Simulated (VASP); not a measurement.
# MoS2 (R3m) in VASP: notebook, part 2 of 2

VASP 6.6.1. The steps go on from the part before.

## (4) Single point, PBE+D3(BJ) (strain +0.000 along x and y, -0.030 along z)

INCAR

```
  PREC = Accurate
  ENCUT = 520
  EDIFF = 1E-7
  ISMEAR = 0
  SIGMA = 0.05
  LREAL = F
  LASPH = T
  NELM = 60
  ALGO = Normal
  ISIF = 2
  LWAVE = F
  LCHARG = F
  GGA = PE
  IVDW = 12
  NBANDS = 20
```

KPOINTS

```
regular mesh
0
Gamma
  12 12 12
```

POSCAR

```
MoS2
1.0
    1.5764743789      0.9101779070      5.8166389361
   -1.5764743789      0.9101779070      5.8166389361
    0.0000000000     -1.8203558141      5.8166389361
Mo S
1 2
Direct
    0.0000172715      0.0000172715      0.0000172715
    0.7535591261      0.7535591261      0.7535591261
    0.5797236024      0.5797236024      0.5797236024
```

Potentials or basis: VASP PAW PBE potentials, release 64 (Mo_sv, S).

Run with:

```bash
$ cat potpaw_PBE.64/Mo_sv/POTCAR potpaw_PBE.64/S/POTCAR > POTCAR
$ mpirun -np 1 vasp_std > vasp.out
```

OUTCAR:

```text
PREC = Accurate
   ENCUT = 520
   EDIFF = 1E-7
   ISMEAR = 0
   LREAL = F
   LASPH = T
   NELM = 60
   ISIF = 2
   GGA = PE
   IVDW = 12
 IVDW          = 12

 ion  position               nearest neighbor table
   1  0.000  0.000  0.000-   2 2.37   2 2.37   2 2.37   3 2.37   3 2.37   3 2.37
   2  0.754  0.754  0.754-   1 2.37   1 2.37   1 2.37
   3  0.580  0.580  0.580-   1 2.37   1 2.37   1 2.37

  LATTYP: Found a trigonal (rhomboedric) cell.
 ALAT       =     6.0948325492
 COS(alpha) =     0.8661925565

  Lattice vectors:

 A1 = (   1.5764743789,   0.9101779070,   5.8166389361)
 A2 = (  -1.5764743789,   0.9101779070,   5.8166389361)
 A3 = (   0.0000000000,  -1.8203558141,   5.8166389361)

Analysis of symmetry for initial positions (statically):
=====================================================================
 Subroutine PRICEL returns:
 Original cell was already a primitive cell.

 Routine SETGRP: Setting up the symmetry group for a
 trigonal (rhombohedral) supercell.

 Subroutine GETGRP returns: Found  6 space group operations
 (whereof  6 operations were pure point group operations)
 out of a pool of 12 trial point group operations.

The static configuration has the point symmetry C_3v.

Analysis of symmetry for dynamics (positions and initial velocities):
=====================================================================
 Subroutine PRICEL returns:
 Original cell was already a primitive cell.

 Routine SETGRP: Setting up the symmetry group for a
 trigonal (rhombohedral) supercell.

 Subroutine GETGRP returns: Found  6 space group operations
 (whereof  6 operations were pure point group operations)
 out of a pool of 12 trial point group operations.

The dynamic configuration has the point symmetry C_3v.
[... 114 lines left out ...]
   EMIN   =  10.00;   EMAX   =-10.00  energy-range for DOS
   EFERMI =   0.00;   METHOD = LEGACY
   ISMEAR =     0;   SIGMA  =   0.05  broadening in eV -4-tet -1-fermi 0-gaus
   EFERMI_NEDOS =   21; number of points for ismear=-14 and -15
   IALGO  =     38    algorithm
   IMIX   =      4    mixing-type and parameters
     AMIX     =   0.40;   BMIX     =  1.00
     AMIX_MAG =   1.60;   BMIX_MAG =  1.00
  volume/ion in A,a.u.               =      16.69       112.64
  Fermi-wavevector in a.u.,A,eV,Ry     =   1.315792  2.486485 23.555867  1.731307
  Thomas-Fermi vector in A             =   2.445949
   LORBIT       =      0    0 simple, 1 ext, 2 COOP (PROOUT), +10 PAW based schemes
   GGA     = PE    functional components
   LHFCALC =     F    Hartree Fock is set to
   AEXX    =    0.0000 exact exchange contribution
   IVDW    =    12    specifies the selected vdW correction
   LEPSILON=     F    determine dielectric tensor
   LRPA    =     F    only Hartree local field effects (RPA)
 non-spin polarized calculation
 Gauss-broadening in eV      SIGMA  =   0.05
  energy-cutoff  :      520.00
  volume of cell :       50.08
 maximum number of plane-waves:      1363
 NGX is ok and might be reduce to    48
   NGX = 23   NGY = 23   NGZ = 23

 number of electron      25.9999999 magnetization

 Free energy of the ion-electron system (eV)
  ---------------------------------------------------
  ext. energy  EPLUGINS =         0.00000000
  ---------------------------------------------------
  free energy    TOTEN  =       -21.67843981 eV

  energy without entropy =      -21.67843981  energy(sigma->0) =      -21.67843981

 E-fermi :   9.0188     XC(G=0): -11.2124

 val. band max:        8.7658399455   @ k =   0.5000   0.5000   0.5000
 cond. band min:       9.3393818222   @ k =  -0.1667   0.5000   0.1667
 fundamental gap:      0.5735418767
 Fermi energy:         9.0187936203

 k-point     1 :       0.0000    0.0000    0.0000
  band No.  band energies     occupation
      1     -53.0877      2.00000
      2     -27.2683      2.00000
      3     -27.0379      2.00000
      4     -27.0379      2.00000
      5      -6.8950      2.00000
      6      -4.8412      2.00000
[... 541 lines left out ...]
     19      16.6739      0.00000
     20      17.3231      0.00000

 [... further k-points ...]

------------------------ aborting loop because EDIFF is reached ----------------------------------------

 Edisp (eV)   -1.36346

 E8    (eV) :    -0.5499

  FORCE on cell =-STRESS in cart. coord.  units (eV):
  Direction    XX          YY          ZZ          XY          YZ          ZX
  --------------------------------------------------------------------------------------
  -------------------------------------------------------------------------------------
  Total       1.02820     1.02820     2.97121     0.00000    -0.00000    -0.00000
  in kB      32.89667    32.89667    95.06209     0.00000    -0.00000    -0.00000
  external pressure =       53.62 kB  Pullay stress =        0.00 kB

 VOLUME and BASIS-vectors are now :
 -----------------------------------------------------------------------------
  energy-cutoff  :      520.00
  volume of cell :       50.08
      direct lattice vectors                 reciprocal lattice vectors
     1.576474379  0.910177907  5.816638936     0.317163416  0.183114384  0.057306863
    -1.576474379  0.910177907  5.816638936    -0.317163416  0.183114384  0.057306863
     0.000000000 -1.820355814  5.816638936     0.000000000 -0.366228768  0.057306863

 POSITION                                       TOTAL-FORCE (eV/Angst)
 -----------------------------------------------------------------------------------
      0.00000     -0.00000      0.00030         0.000000     -0.000000      0.001090
      0.00000     -0.00000     13.14954         0.000000     -0.000000      0.873761
      0.00000     -0.00000     10.11613         0.000000      0.000000     -0.874851
 -----------------------------------------------------------------------------------
    total drift:                                0.000000     -0.000000      0.000018

  FREE ENERGIE OF THE ION-ELECTRON SYSTEM (eV)
  ---------------------------------------------------
  free  energy   TOTEN  =       -23.0419007168 eV

  energy  without entropy=      -23.0419007168  energy(sigma->0) =      -23.04190072
```

OSZICAR:

```text
N       E                     dE             d eps       ncg     rms          rms(c)
DAV:   1     0.180904056442E+03    0.18090E+03   -0.13579E+04  7584   0.124E+03
DAV:   2    -0.159547383541E+02   -0.19686E+03   -0.19145E+03  9236   0.318E+02
DAV:   3    -0.229952373530E+02   -0.70405E+01   -0.69760E+01  9292   0.563E+01
DAV:   4    -0.230710122537E+02   -0.75775E-01   -0.75735E-01  9236   0.624E+00
DAV:   5    -0.230720733985E+02   -0.10611E-02   -0.10611E-02  9500   0.723E-01    0.265E+01
DAV:   6    -0.219896565058E+02    0.10824E+01   -0.93487E+00  7968   0.191E+01    0.950E+00
DAV:   7    -0.217702163632E+02    0.21944E+00   -0.32236E+00  7724   0.106E+01    0.640E+00
DAV:   8    -0.216782150588E+02    0.92001E-01   -0.47949E-01  8564   0.434E+00    0.187E+00
DAV:   9    -0.216794929385E+02   -0.12779E-02   -0.18204E-02  8800   0.872E-01    0.650E-01
DAV:  10    -0.216784234251E+02    0.10695E-02   -0.72078E-03  8464   0.563E-01    0.117E-01
DAV:  11    -0.216784479231E+02   -0.24498E-04   -0.52730E-04  8860   0.163E-01    0.771E-02
DAV:  12    -0.216784295766E+02    0.18347E-04   -0.55845E-05  8500   0.419E-02    0.208E-02
DAV:  13    -0.216784397094E+02   -0.10133E-04   -0.14686E-05  8224   0.227E-02    0.678E-03
DAV:  14    -0.216784398085E+02   -0.99116E-07   -0.68593E-07  9716   0.523E-03
   1 F= -.23041901E+02 E0= -.23041901E+02  d E =-.125785E-15
```

stdout:

```text
POSCAR found type information on POSCAR MoS
 POSCAR found :  2 types and       3 ions
 scaLAPACK will be used
 LDA part: xc-table for (Slater+PW92), standard interpolation
 POSCAR, INCAR and KPOINTS ok, starting setup
 FFT: planning ... GRIDC
 FFT: planning ... GRID_SOFT
 FFT: planning ... GRID
 WAVECAR not read
 entering main loop
```

Run time: 4.5 min. Hardware: 1 thread of Intel Xeon 6975P-C (Granite Rapids), shared host; peak memory 0.42 GiB.

What came out:

```
Free energy                : -23.0419 eV
Pressure                   : 5.4 GPa
Largest force              : 0.875 eV/Å
Band gap on the k mesh     : 0.57 eV (least direct gap 1.68 eV)
Dispersion energy per atom : -0.454 eV
```

Forces in eV/Å, atoms in the order of the input:
```
Mo   0.000  0.000  0.001
S    0.000  0.000  0.874
S    0.000  0.000 -0.875
```

Caveat: the cell differs from its parent crystal (strain +0.000 along x and y, -0.030 along z); the cell stands under pressure.

## (5) Single point, PBE+D3(BJ) (strain -0.015 along x and y, +0.000 along z)

INCAR

```
PREC = Accurate
ENCUT = 520
EDIFF = 1E-6
ISMEAR = 0
SIGMA = 0.05
LREAL = False
LASPH = True
NELM = 100
ALGO = Normal
ISIF = 2
LWAVE = False
LCHARG = False
GGA = PE
IVDW = 12
NBANDS = 20
```

KPOINTS is that of step 4.

POSCAR

```
MoS2
1.0
    1.5528272632      0.8965252384      5.9965349857
   -1.5528272632      0.8965252384      5.9965349857
    0.0000000000     -1.7930504769      5.9965349857
Mo S
1 2
Direct
    0.0000172715      0.0000172715      0.0000172715
    0.7535591261      0.7535591261      0.7535591261
    0.5797236024      0.5797236024      0.5797236024
```

Potentials or basis: VASP PAW PBE potentials, release 64 (Mo_sv, S).

Run with:

```bash
$ cat potpaw_PBE.64/Mo_sv/POTCAR potpaw_PBE.64/S/POTCAR > POTCAR
$ mpirun -np 1 vasp_std > vasp.out
```

OUTCAR:

```text
PREC = Accurate
   ENCUT = 520
   EDIFF = 1E-6
   ISMEAR = 0
   LREAL = False
   LASPH = True
   NELM = 100
   ISIF = 2
   GGA = PE
   IVDW = 12
 IVDW          = 12

 ion  position               nearest neighbor table
   1  0.000  0.000  0.000-   2 2.38   2 2.38   2 2.38   3 2.38   3 2.38   3 2.38
   2  0.754  0.754  0.754-   1 2.38   1 2.38   1 2.38
   3  0.580  0.580  0.580-   1 2.38   1 2.38   1 2.38

  LATTYP: Found a trigonal (rhomboedric) cell.
 ALAT       =     6.2588706527
 COS(alpha) =     0.8768925494

  Lattice vectors:

[... 743 lines left out ...]
 Edisp (eV)   -1.36241

 E8    (eV) :    -0.5494

  FORCE on cell =-STRESS in cart. coord.  units (eV):
  Direction    XX          YY          ZZ          XY          YZ          ZX
  --------------------------------------------------------------------------------------
  -------------------------------------------------------------------------------------
  Total       1.73716     1.73716     0.98035     0.00000    -0.00000     0.00000
  in kB      55.56666    55.56666    31.35832     0.00000    -0.00000     0.00000
  external pressure =       47.50 kB  Pullay stress =        0.00 kB

 VOLUME and BASIS-vectors are now :
 -----------------------------------------------------------------------------
  energy-cutoff  :      520.00
  volume of cell :       50.09
      direct lattice vectors                 reciprocal lattice vectors
     1.552827263  0.896525238  5.996534986     0.321993316  0.185902928  0.055587658
    -1.552827263  0.896525238  5.996534986    -0.321993316  0.185902928  0.055587658
     0.000000000 -1.793050477  5.996534986     0.000000000 -0.371805856  0.055587658

 POSITION                                       TOTAL-FORCE (eV/Angst)
 -----------------------------------------------------------------------------------
      0.00000     -0.00000      0.00031         0.000000      0.000000     -0.000508
      0.00000     -0.00000     13.55623         0.000000     -0.000000      0.298082
      0.00000     -0.00000     10.42900         0.000000      0.000000     -0.297574
 -----------------------------------------------------------------------------------
    total drift:                                0.000000     -0.000000     -0.000029

  FREE ENERGIE OF THE ION-ELECTRON SYSTEM (eV)
  ---------------------------------------------------
  free  energy   TOTEN  =       -23.0605149368 eV

  energy  without entropy=      -23.0605149368  energy(sigma->0) =      -23.06051494
```

OSZICAR:

```text
N       E                     dE             d eps       ncg     rms          rms(c)
DAV:   1     0.183334614818E+03    0.18333E+03   -0.13600E+04  7568   0.124E+03
DAV:   2    -0.158427365651E+02   -0.19918E+03   -0.19351E+03  9200   0.319E+02
DAV:   3    -0.229802523017E+02   -0.71375E+01   -0.70618E+01  9284   0.566E+01
DAV:   4    -0.230597349377E+02   -0.79483E-01   -0.79436E-01  9252   0.638E+00
DAV:   5    -0.230608633542E+02   -0.11284E-02   -0.11284E-02  9500   0.740E-01    0.263E+01
DAV:   6    -0.220314345750E+02    0.10294E+01   -0.90301E+00  8056   0.188E+01    0.940E+00
DAV:   7    -0.218083948848E+02    0.22304E+00   -0.35075E+00  7712   0.109E+01    0.635E+00
DAV:   8    -0.216977884727E+02    0.11061E+00   -0.56366E-01  8408   0.465E+00    0.195E+00
DAV:   9    -0.216994695433E+02   -0.16811E-02   -0.23184E-02  8900   0.962E-01    0.731E-01
DAV:  10    -0.216980758520E+02    0.13937E-02   -0.85651E-03  8364   0.622E-01    0.123E-01
DAV:  11    -0.216981119171E+02   -0.36065E-04   -0.42246E-04  8924   0.144E-01    0.643E-02
DAV:  12    -0.216980957222E+02    0.16195E-04   -0.62239E-05  8504   0.504E-02    0.261E-02
DAV:  13    -0.216981070481E+02   -0.11326E-04   -0.17669E-05  8124   0.252E-02    0.974E-03
DAV:  14    -0.216981071286E+02   -0.80496E-07   -0.95377E-07  5952   0.635E-03
   1 F= -.23060515E+02 E0= -.23060515E+02  d E =-.126298E-32
```

Wall time 5.3 min (1 thread of Intel Xeon 6975P-C (Granite Rapids), shared host); peak memory 0.43 GiB.

What came out:

| Property | Result |
| --- | --- |
| Free energy | -23.0605 eV |
| Pressure | 4.7 GPa |
| Largest force | 0.298 eV/Å |
| Band gap on the k mesh | 0.83 eV (least direct gap 1.93 eV) |
| Dispersion energy per atom | -0.454 eV |

Forces on the atoms (eV/Å):
```
Mo   0.000  0.000 -0.001
S    0.000  0.000  0.298
S    0.000  0.000 -0.298
```

Caveat: the cell differs from its parent crystal (strain -0.015 along x and y, +0.000 along z); the cell stands under pressure. A k mesh can miss the band edges.

## (6) Single point, PBE+D3(BJ) (strain +0.000 along x and y, -0.015 along z)

INCAR

```
SYSTEM = MoS2
ALGO = Normal
EDIFF = 1E-6
ENCUT = 520
GGA = PE
ISIF = 2
ISMEAR = 0
IVDW = 12
LASPH = .True.
LCHARG = .False.
LREAL = .False.
LWAVE = .False.
NBANDS = 20
NELM = 80
PREC = Accurate
SIGMA = 0.05
```

KPOINTS

```
k-points
0
Gamma
  12 12 12
  0 0 0
```

POSCAR

```
MoS2
1.0
    1.5764743789      0.9101779070      5.9065869609
   -1.5764743789      0.9101779070      5.9065869609
    0.0000000000     -1.8203558141      5.9065869609
Mo S
1 2
Direct
    0.0000172715      0.0000172715      0.0000172715
    0.7535591261      0.7535591261      0.7535591261
    0.5797236024      0.5797236024      0.5797236024
```

Potentials or basis: VASP PAW PBE potentials, release 64 (Mo_sv, S).

Run with:

```bash
$ cat potpaw_PBE.64/Mo_sv/POTCAR potpaw_PBE.64/S/POTCAR > POTCAR
$ mpirun -np 1 vasp_std > vasp.out
```

Run time: 4.8 min. Hardware: 1 thread of Intel Xeon 6975P-C (Granite Rapids), shared host; peak memory 0.43 GiB.

The run converged. Its results:

```yaml
Free_energy: -23.0759 eV
Pressure: 2.5 GPa
Largest_force: 0.418 eV/Å
Band_gap_on_the_k_mesh: 0.75 eV (least direct gap 1.73 eV)
Dispersion_energy_per_atom: -0.447 eV
```

Forces on the atoms (eV/Å):
```
Mo   0.000  0.000  0.000
S    0.000  0.000  0.417
S    0.000  0.000 -0.418
```

Stress tensor (GPa, compression positive):
```
1.51 0.00 0.00
0.00 1.51 0.00
0.00 0.00 4.51
```

Levels at points of the mesh, in eV from the valence-band top:
| k point | band 10 | band 11 | band 12 | band 13 | band 14 | band 15 | band 16 | band 17 |
| --- | --- | --- | --- | --- | --- | --- | --- | --- |
| (0.00, 0.00, 0.00) | -2.53 | -2.53 | -1.41 | -1.07 | 1.82 | 1.82 | 2.32 | 2.32 |
| (0.50, 0.00, 0.00) | -4.28 | -2.48 | -1.79 | -1.69 | 1.45 | 1.85 | 3.22 | 3.40 |
| (0.50, 0.50, 0.00) | -4.16 | -3.21 | -2.10 | -1.50 | 1.38 | 2.00 | 2.85 | 3.86 |
| (0.50, 0.50, 0.50) | -3.67 | -2.48 | -2.48 | 0.00 | 1.97 | 1.97 | 2.10 | 2.10 |

Caveat: the cell differs from its parent crystal (strain +0.000 along x and y, -0.015 along z). A k mesh can miss the band edges.

## (7) The runs side by side

| cell | gap on the mesh (eV) | pressure (GPa) | largest force (eV/Å) |
| --- | --- | --- | --- |
| a = 6.455 Å, angles 29.1°, 3 atoms | 0.87 | -11.5 | 1.25 |
| a = 6.424 Å, angles 27.5°, 3 atoms | 1.00 | 4.5 | 0.24 |
| a = 6.095 Å, angles 30.0°, 3 atoms | 0.57 | 5.4 | 0.87 |
| a = 6.259 Å, angles 28.7°, 3 atoms | 0.83 | 4.7 | 0.30 |
| a = 6.181 Å, angles 29.6°, 3 atoms | 0.75 | 2.5 | 0.42 |

Alike in all rows: task single point; level PBE+D3(BJ); potentials or basis VASP PAW PBE potentials, release 64 (Mo_sv, S); no spin polarisation; k mesh 12 × 12 × 12; cutoff (eV) 520; smearing gaussian 0.05 eV.

Caveats: the cell stands under pressure (at least some runs); the cell stands under tension (at least some runs); forces of over 1 eV/Å act on the atoms, so gaps and moduli don't describe the material at rest (at least some runs).

Total energies depend on the potentials used, so only differences within one code and one set of settings carry meaning.
